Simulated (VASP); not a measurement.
Input of a VASP 6.6.1 run:

The input INCAR:

```
SYSTEM = C
  PREC = Accurate
  ENCUT = 520
  EDIFF = 1E-7
  ISMEAR = -1
  SIGMA = 0.03
  LREAL = .False.
  LASPH = .True.
  NELM = 100
  ALGO = Normal
  ISIF = 2
  LWAVE = .False.
  LCHARG = .False.
  GGA = PE
  NBANDS = 11
```

File KPOINTS:

```
regular mesh
0
Gamma
  16 16 16
  0 0 0
```

POSCAR

```
C
1.0
    0.0000000000      1.8010585742      1.8010585742
    1.8010585742      0.0000000000      1.8010585742
    1.8010585742      1.8010585742      0.0000000000
C
2
Direct
    0.5000000000      0.5000000000      0.5000000000
    0.7500000000      0.7500000000      0.7500000000
```

Potentials or basis: VASP PAW PBE potentials, release 64 (C).

Run with:

```console
$ cat potpaw_PBE.64/C/POTCAR > POTCAR
$ mpirun -np 1 vasp_std > vasp.out
```

Problem. What does it give for the band gap on the k mesh?

Solution. 4.07 eV, indirect (least direct gap 5.51 eV).

Problem. What does it give for the pressure?

Solution. -10.0 GPa.

 A k mesh can miss the band edges.
